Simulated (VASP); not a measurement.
Wanted: the native input for a VASP 6.6.1 run.

| Item | Value |
| --- | --- |
| Task | single point |
| Functional | revpbe exchange, lda correlation |
| Potentials or basis | VASP PAW PBE potentials, release 64 (Pt) |
| Cutoff | 500 eV |
| k mesh | 10 × 10 × 5 |
| Occupations | fermi-dirac, width 0.15 eV |
| Spin | no spin polarisation |
| Dipole correction | no |
| Further INCAR settings | ALGO = Normal; EDIFF = 1e-06; NBANDS = 17 |

The structure of Pt lies in POSCAR:

```
Pt
1.0
    2.6226650000      0.0000000000      0.0000000000
   -1.3112850000      2.2712600000      0.0000000000
    0.0000000000      0.0000000000      5.3098060942
Pt
2
Direct
    0.6666666667      0.3333333333      0.7500000000
    0.3333333333      0.6666666667      0.2500000000
```

This isn't the form of Pt at room conditions, which is fcc.

One way to write it, as run:

INCAR

```
SYSTEM = Pt
PREC     = Accurate       ! precision mode
ENCUT    = 500            ! plane-wave cutoff, eV
EDIFF    = 1E-6           ! SCF threshold, eV
ISMEAR   = -1             ! smearing method
SIGMA    = 0.15           ! smearing width, eV
LREAL    = .FALSE.        ! projectors in reciprocal space
LASPH    = .TRUE.         ! aspherical terms in the spheres
NELM     = 120            ! most SCF steps
ALGO     = Normal         ! electronic algorithm
ISIF     = 2              ! what is computed and relaxed
LWAVE    = .FALSE.        ! write WAVECAR
LCHARG   = .FALSE.        ! write CHGCAR
GGA      = LIBXC          ! functional
LIBXC1   = GGA_X_PBE_R  
LIBXC2   = LDA_C_PW     
NBANDS   = 17             ! bands
GGA_COMPAT= .FALSE.
```

KPOINTS

```
regular mesh
0
G
  10 10 5
  0 0 0
```

Potentials or basis: VASP PAW PBE potentials, release 64 (Pt).

Run with:

```sh
$ cat potpaw_PBE.64/Pt/POTCAR > POTCAR
$ mpirun -np 1 vasp_std > vasp.out
```

It gave:

The pressure is 33.8 GPa and the band gap on the k mesh is zero (bands 10 and 11 overlap by 1.73 eV).

Caveat: the cell stands under pressure; the PAW data sets were made with another functional, which shifts forces and pressure a little; spin-orbit coupling is left out, which moves the levels of the heavy elements.

It took 20 s on 1 thread of Intel(R) Xeon(R) Platinum 8488C (Sapphire Rapids), with other jobs on the host, peak memory 0.17 GiB.
